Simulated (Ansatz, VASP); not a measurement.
# MgS: VASP beside Ansatz

```
Mg S
1.0
     0.00000    2.79677    2.60165
     2.40653    0.00000    2.60165
     2.40653    2.79677    0.00000
Mg S
1 1
Direct
  0.00000 0.00000 0.00000
  0.50000 0.50000 0.50000
```

Change from the starting cell: strain -0.0750 x Voigt [1, -1, 0, 0, 0, 0], atoms carried along.

Alike in both runs: task single point; functional LDA; k mesh 8 × 8 × 8; occupations gaussian, width 0.05 eV; no spin polarisation.

```csv
,VASP,Ansatz
version,VASP 6.6.1,Ansatz 0.2.0
potentials or method,"VASP PAW LDA potentials, release 64 (Mg, S), cutoff 520 eV","scalar-relativistic, plane waves, PAW"
valence electrons in the cell,8,16
```

```tsv
	VASP	Ansatz	Ansatz less VASP
gap on the k mesh at the Fermi level (eV)	2.16	2.16	0.000
least direct gap on the mesh (eV)	3.30	3.29	-0.012
pressure (GPa)	-0.7	-0.2	+0.53
traceless stress, the component that is largest in VASP (GPa)	9.07	9.05	-0.029
```

LDA's correlation is that of Perdew and Zunger in VASP and of Perdew and Wang (1992) in Ansatz. VASP's potentials hold 8 valence electrons a cell and Ansatz's 16, so a difference there can come from the potentials and not from the codes.
